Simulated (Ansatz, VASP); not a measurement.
## AlNi in VASP and in Ansatz

The input INCAR:

```
SYSTEM = AlNi
PREC = Accurate
ENCUT = 520
EDIFF = 1E-6
ISMEAR = -1
SIGMA = 0.1
LREAL = .FALSE.
LASPH = .TRUE.
NELM = 60
ALGO = Normal
ISIF = 2
LWAVE = .FALSE.
LCHARG = .TRUE.
LELF = .TRUE.
LVHAR = .TRUE.
NBANDS = 14
```

File KPOINTS:

```
Automatic mesh
0
G
  15 15 15
  0 0 0
```

POSCAR

```
AlNi
1.0
    0.0000000000      1.9456050348      1.9456050348
    1.9456050348      0.0000000000      1.9456050348
    1.9456050348      1.9456050348      0.0000000000
Ni Al
1 1
Direct
    0.0000000000      0.0000000000      0.0000000000
    0.5000000000      0.5000000000      0.5000000000
```

Input for Ansatz:

```yaml
crystal:
  lattice:
    - [0.0, 1.9456050348, 1.9456050348]
    - [1.9456050348, 0.0, 1.9456050348]
    - [1.9456050348, 1.9456050348, 0.0]
  atoms:
    - { symbol: Ni, position: [0.0, 0.0, 0.0] }
    - { symbol: Al, position: [0.5, 0.5, 0.5] }
kpoints:
  mp_grid: { grid: [15, 15, 15] }
scf:
  occupations: { method: fermi_dirac, width: 0.1 }
hamiltonian:
  xc: lda
  pseudopotentials: { kind: all_electron, datasets: crystal }
output:
  forces: true
  stress: true
  eigenvalues: true
```

Change from the starting cell: volume scaled by 0.55, crystal datasets.

Alike in both runs: task single point; functional LDA; k mesh 15 × 15 × 15; occupations fermi-dirac, width 0.1 eV; no spin polarisation.

|  | VASP | Ansatz |
| --- | --- | --- |
| version | VASP 6.6.1 | Ansatz 0.2.0 |
| potentials or method | VASP PAW LDA potentials, release 64 (Ni, Al), cutoff 520 eV | all-electron PAW with datasets made for the crystal, scalar-relativistic |

VASP gave:

- pressure (GPa): 273.0

Task: What did Ansatz give for the same quantities?

Result: Pressure (GPa): 268.4.

LDA's correlation is that of Perdew and Zunger in VASP and of Perdew and Wang (1992) in Ansatz. Both programs put the cell under a high pressure, so it lies far from rest at this level. Ansatz ran all-electron here, and VASP with PAW potentials.

Noted on VASP's run: the cell as given lies far from equilibrium.
